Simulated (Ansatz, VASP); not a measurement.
**One calculation of BN, two programs**

File POSCAR:

```
BN
1.0
    2.5545348137      0.0000000000      0.0000000000
   -1.2772674068      2.2122920435      0.0000000000
    0.0000000000      0.0000000000      4.2245049667
B N
2 2
Direct
    0.3333333333      0.6666666667      0.3126939999
    0.6666666667      0.3333333333      0.8126939999
    0.6666666667      0.3333333333      0.1873060001
    0.3333333333      0.6666666667      0.6873060001
```

File INCAR.step1:

```
PREC = Accurate ; ENCUT = 520
ISMEAR = 0 ; SIGMA = 0.02
LREAL = F ; LASPH = T
NELM = 60 ; NBANDS = 16
GGA = PE ; ALGO = Normal
EDIFF = 1E-4 ; LWAVE = T
LCHARG = F
```

INCAR.step2

```
PREC = Accurate ; ENCUT = 520
EDIFF = 1E-7 ; ISMEAR = 0
SIGMA = 0.02 ; LREAL = F
LASPH = T ; NELM = 60
ALGO = Normal ; ISIF = 2
LWAVE = F ; LCHARG = F
METAGGA = R2SCAN ; LMIXTAU = T
NBANDS = 16 ; ISTART = 1
```

The input KPOINTS:

```
regular mesh
0
Gamma
  12 12 6
```

Input for Ansatz:

```yaml
crystal:
  lattice:
    - [2.5545348137, 0.0, 0.0]
    - [-1.2772674068, 2.2122920435, 0.0]
    - [0.0, 0.0, 4.2245049667]
  atoms:
    - { symbol: B, position: [0.3333333333, 0.6666666667, 0.3126939999] }
    - { symbol: B, position: [0.6666666667, 0.3333333333, 0.8126939999] }
    - { symbol: "N", position: [0.6666666667, 0.3333333333, 0.1873060001] }
    - { symbol: "N", position: [0.3333333333, 0.6666666667, 0.6873060001] }
basis:
  ecutwfc: 500
kpoints:
  mp_grid: { grid: [12, 12, 6] }
  band_path: { path: [VBM, CBM], npoints: 2 }
hamiltonian:
  xc: r2scan
scf:
  occupations: { method: gaussian, width: 0.02 }
output:
  forces: false
  stress: false
  eigenvalues: true
checkpoint:
  read: start.run
  write: ck
  compress: false
  write_wavefunctions: false
  write_every: 100000
```

Alike in both runs: task single point; functional r2SCAN; k mesh 12 × 12 × 6; occupations gaussian, width 0.02 eV; no spin polarisation.

```csv
,VASP,Ansatz
version,VASP 6.6.1,Ansatz 0.2.0
potentials or method,"VASP PAW PBE potentials, release 64 (B, N), cutoff 520 eV","scalar-relativistic, plane waves, PAW"
valence electrons in the cell,16,16
```

|  | VASP | Ansatz | Ansatz less VASP |
| --- | --- | --- | --- |
| gap on the k mesh at the Fermi level (eV) | 5.74 | 5.77 | +0.033 |
| least direct gap on the mesh (eV) | 8.92 | 8.95 | +0.025 |

VASP's potentials were made for PBE, not for r2SCAN.
